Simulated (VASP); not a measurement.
# BRh3 (Pm-3m) in VASP: notebook, part 2 of 2

VASP 6.6.1. The steps go on from the part before.

## (5) Single point, PBE

This run uses another cell than the first one, of 12.52 Å³/atom, 1.031 times its volume.

Input file INCAR:

```
SYSTEM = BRh3
PREC     = Accurate       ! precision mode
ENCUT    = 520            ! plane-wave cutoff, eV
EDIFF    = 1E-6           ! SCF threshold, eV
ISMEAR   = 0              ! smearing method
SIGMA    = 0.1            ! smearing width, eV
LREAL    = .FALSE.        ! projectors in reciprocal space
LASPH    = .TRUE.         ! aspherical terms in the spheres
NELM     = 60             ! most SCF steps
ALGO     = Fast           ! electronic algorithm
ISIF     = 2              ! what is computed and relaxed
LWAVE    = .FALSE.        ! write WAVECAR
LCHARG   = .FALSE.        ! write CHGCAR
GGA      = PE             ! functional
NBANDS   = 32             ! bands
```

Input file KPOINTS:

```
regular mesh
0
G
  12 12 12
  0 0 0
```

Input file POSCAR:

```
BRh3
1.0
    3.6857235210      0.0000000000      0.0000000000
    0.0000000000      3.6857235210      0.0000000000
    0.0000000000      0.0000000000      3.6857235210
B Rh
1 3
Direct
    0.0000000000      0.0000000000      0.0000000000
    0.0000000000      0.5000000000      0.5000000000
    0.5000000000      0.0000000000      0.5000000000
    0.5000000000      0.5000000000      0.0000000000
```

Potentials or basis: VASP PAW PBE potentials, release 64 (B, Rh_pv).

Started as:

```bash
> cat potpaw_PBE.64/B/POTCAR potpaw_PBE.64/Rh_pv/POTCAR > POTCAR
> mpirun -np 1 vasp_std > vasp.out
```

OUTCAR:

```text
SYSTEM = BRh3
   PREC = Accurate
   ENCUT = 520
   EDIFF = 1E-6
   ISMEAR = 0
   LREAL = .FALSE.
   LASPH = .TRUE.
   NELM = 60
   ISIF = 2
   GGA = PE

 ion  position               nearest neighbor table
   1  0.000  0.000  0.000-   2 2.61   3 2.61   4 2.61   2 2.61   3 2.61   2 2.61   4 2.61   2 2.61
                             3 2.61   4 2.61   3 2.61   4 2.61
   2  0.000  0.500  0.500-   1 2.61   3 2.61   4 2.61   1 2.61   4 2.61   1 2.61   3 2.61   1 2.61
                             3 2.61   4 2.61   4 2.61   3 2.61
   3  0.500  0.000  0.500-   1 2.61   2 2.61   4 2.61   1 2.61   4 2.61   2 2.61   4 2.61   4 2.61
                             1 2.61   2 2.61   1 2.61   2 2.61
   4  0.500  0.500  0.000-   1 2.61   2 2.61   3 2.61   2 2.61   3 2.61   1 2.61   3 2.61   3 2.61
                             1 2.61   2 2.61   2 2.61   1 2.61

  LATTYP: Found a simple cubic cell.
 ALAT       =     3.6857235210

  Lattice vectors:

 A1 = (   3.6857235210,   0.0000000000,   0.0000000000)
 A2 = (   0.0000000000,   3.6857235210,   0.0000000000)
 A3 = (   0.0000000000,   0.0000000000,   3.6857235210)

Analysis of symmetry for initial positions (statically):
=====================================================================
 Subroutine PRICEL returns:
 Original cell was already a primitive cell.

 Routine SETGRP: Setting up the symmetry group for a
 simple cubic supercell.

 Subroutine GETGRP returns: Found 48 space group operations
 (whereof 48 operations were pure point group operations)
 out of a pool of 48 trial point group operations.

The static configuration has the point symmetry O_h .

Analysis of symmetry for dynamics (positions and initial velocities):
=====================================================================
 Subroutine PRICEL returns:
 Original cell was already a primitive cell.

 Routine SETGRP: Setting up the symmetry group for a
 simple cubic supercell.

 Subroutine GETGRP returns: Found 48 space group operations
 (whereof 48 operations were pure point group operations)
 out of a pool of 48 trial point group operations.

The dynamic configuration has the point symmetry O_h .

[... 120 lines left out ...]
   IMIX   =      4    mixing-type and parameters
     AMIX     =   0.40;   BMIX     =  1.00
     AMIX_MAG =   1.60;   BMIX_MAG =  1.00
  volume/ion in A,a.u.               =      12.52        84.47
  Fermi-wavevector in a.u.,A,eV,Ry     =   1.614232  3.050455 35.453291  2.605743
  Thomas-Fermi vector in A             =   2.709173
   LORBIT       =      0    0 simple, 1 ext, 2 COOP (PROOUT), +10 PAW based schemes
   GGA     = PE    functional components
   LHFCALC =     F    Hartree Fock is set to
   AEXX    =    0.0000 exact exchange contribution
   IVDW    =     0    specifies the selected vdW correction
   LEPSILON=     F    determine dielectric tensor
   LRPA    =     F    only Hartree local field effects (RPA)
 non-spin polarized calculation
 RMM-DIIS sequential band-by-band and
 Gauss-broadening in eV      SIGMA  =   0.10
  energy-cutoff  :      520.00
  volume of cell :       50.07
 maximum number of plane-waves:      1376
 NGX is ok and might be reduce to    28
   NGX = 13   NGY = 13   NGZ = 13

 number of electron      47.9999959 magnetization

 Free energy of the ion-electron system (eV)
  ---------------------------------------------------
  ext. energy  EPLUGINS =         0.00000000
  ---------------------------------------------------
  free energy    TOTEN  =       -26.79796227 eV

  energy without entropy =      -26.77685117  energy(sigma->0) =      -26.78740672

 E-fermi :  10.7512     XC(G=0): -13.5326

 val. band max:       10.7500771591   @ k =   0.4167   0.1667   0.0833
 cond. band min:      10.7638065708   @ k =   0.5000   0.2500   0.0000
 fundamental gap:      0.0137294116
 Fermi energy:        10.7511699636

 k-point     1 :       0.0000    0.0000    0.0000
  band No.  band energies     occupation
      1     -36.0788      2.00000
      2     -36.0788      2.00000
      3     -36.0788      2.00000
      4     -35.6318      2.00000
      5     -35.6318      2.00000
      6     -35.6318      2.00000
[... 829 lines left out ...]
     31      20.1473      0.00000
     32      20.8116      0.00000

 [... further k-points ...]
[... 5 lines left out ...]
  --------------------------------------------------------------------------------------
  -------------------------------------------------------------------------------------
  Total        0.0285947      0.0285947      0.0285947      0.0000000     -0.0000000      0.0000000
  in kB        0.9150146      0.9150146      0.9150146      0.0000000     -0.0000000      0.0000000
  external PRESSURE =       0.9150146 kB  Pullay stress =       0.0000000 kB

 VOLUME and BASIS-vectors are now :
 -----------------------------------------------------------------------------
  energy-cutoff  :      520.00
  volume of cell :       50.07
      direct lattice vectors                 reciprocal lattice vectors
     3.685723521  0.000000000  0.000000000     0.271317150  0.000000000  0.000000000
     0.000000000  3.685723521  0.000000000     0.000000000  0.271317150  0.000000000
     0.000000000  0.000000000  3.685723521     0.000000000  0.000000000  0.271317150

 POSITION                                       TOTAL-FORCE (eV/Angst)
 -----------------------------------------------------------------------------------
      0.00000      0.00000      0.00000         0.000000      0.000000      0.000000
      0.00000      1.84286      1.84286         0.000000      0.000000      0.000000
      1.84286      0.00000      1.84286         0.000000      0.000000      0.000000
      1.84286      1.84286      0.00000         0.000000      0.000000      0.000000
 -----------------------------------------------------------------------------------
    total drift:                                0.000000      0.000000      0.000000

  FREE ENERGIE OF THE ION-ELECTRON SYSTEM (eV)
  ---------------------------------------------------
  free  energy   TOTEN  =       -26.7979622696 eV

  energy  without entropy=      -26.7768511669  energy(sigma->0) =      -26.78740672
```

OSZICAR:

```text
N       E                     dE             d eps       ncg     rms          rms(c)
DAV:   1     0.565052900519E+03    0.56505E+03   -0.29632E+04  5376   0.171E+03
DAV:   2    -0.125551306717E+02   -0.57761E+03   -0.55653E+03  5824   0.522E+02
DAV:   3    -0.280494843243E+02   -0.15494E+02   -0.15129E+02  6240   0.941E+01
DAV:   4    -0.281840266833E+02   -0.13454E+00   -0.13450E+00  5768   0.891E+00
DAV:   5    -0.281859856116E+02   -0.19589E-02   -0.19589E-02  6312   0.111E+00    0.194E+01
RMM:   6    -0.269968601824E+02    0.11891E+01   -0.48820E+00  5511   0.149E+01    0.800E+00
RMM:   7    -0.268192684025E+02    0.17759E+00   -0.30945E-01  5396   0.352E+00    0.505E+00
RMM:   8    -0.267991520875E+02    0.20116E-01   -0.98403E-02  5521   0.188E+00    0.988E-01
RMM:   9    -0.267980473603E+02    0.11047E-02   -0.13475E-02  5748   0.849E-01    0.280E-01
RMM:  10    -0.267979455069E+02    0.10185E-03   -0.14667E-03  6013   0.228E-01    0.640E-02
RMM:  11    -0.267979612287E+02   -0.15722E-04   -0.27437E-04  5954   0.126E-01    0.139E-02
RMM:  12    -0.267979627819E+02   -0.15532E-05   -0.70210E-05  6072   0.580E-02    0.107E-02
RMM:  13    -0.267979622830E+02    0.49895E-06   -0.17096E-05  5723   0.357E-02    0.141E-03
RMM:  14    -0.267979622696E+02    0.13376E-07   -0.50371E-06  4586   0.166E-02
   1 F= -.26797962E+02 E0= -.26787407E+02  d E =-.211111E-01
```

Run time: 81 s. Hardware: 1 thread of AMD EPYC 7R13, shared host; peak memory 0.23 GiB.

What came out:

| Item | Value |
| --- | --- |
| Free energy | -26.7980 eV |
| Pressure | 0.1 GPa |
| Band gap on the k mesh | zero (band 24 reaches 11.16 eV, above the bottom of band 25 at 10.51 eV) |

## (6) Overview

| cell | k mesh | gap on the mesh (eV) | pressure (GPa) |
| --- | --- | --- | --- |
| a = 3.648 Å, 4 atoms | 6 × 6 × 6 | none | 8.5 |
| a = 3.687 Å, 4 atoms | 6 × 6 × 6 | none | -0.2 |
| a = 3.686 Å, 4 atoms | 12 × 12 × 12 | none | 0.1 |

Alike in all rows: task single point; level PBE; potentials or basis VASP PAW PBE potentials, release 64 (B, Rh_pv); no spin polarisation; cutoff (eV) 520; smearing gaussian 0.1 eV.

Absolute energies hang on the potentials; compare differences alone.
